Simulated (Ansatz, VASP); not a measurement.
One calculation of ScGa3N2, two programs

```
Sc Ga N
1.0
     5.31117    0.00000    0.00000
    -2.65558    4.59961    0.00000
     0.00000    0.00000    3.29578
Sc Ga N
1 3 2
Direct
  0.00000 0.00000 0.00000
  0.50000 0.00000 0.50000
  0.00000 0.50000 0.50000
  0.50000 0.50000 0.50000
  0.33333 0.66667 0.00000
  0.66667 0.33333 0.00000
```

Change from the starting cell: species swapped into the LaCu2Ni3 type (P6/mmm, No. 191).

Alike in both runs: functional PBE; k mesh 6 × 6 × 4; occupations gaussian, width 0.1 eV; no spin polarisation.

Ansatz relaxed the structure, and its values are those at the end. VASP's run is a single point on that final structure, the one shown.

|  | VASP | Ansatz |
| --- | --- | --- |
| version | VASP 6.6.1 | Ansatz 0.2.0 |
| potentials or method | VASP PAW PBE potentials, release 64 (Sc_sv, Ga_d, N), cutoff 520 eV | scalar-relativistic, plane waves, PAW |
| valence electrons in the cell | 60 | 60 |

Ansatz gave:

| Item | Value |
| --- | --- |
| gap on the k mesh at the Fermi level (eV) | none |
| pressure (GPa) | 0.0 |

Problem. Estimate VASP's values.

Solution. gap on the k mesh at the Fermi level (eV): none; pressure (GPa): 0.3.

A gap of «none» marks a metal or a gap that the smearing closes. With one functional, cell and mesh, what is left measures potentials, basis and numerics.

The k mesh is coarse, so the values compare programs but aren't converged.
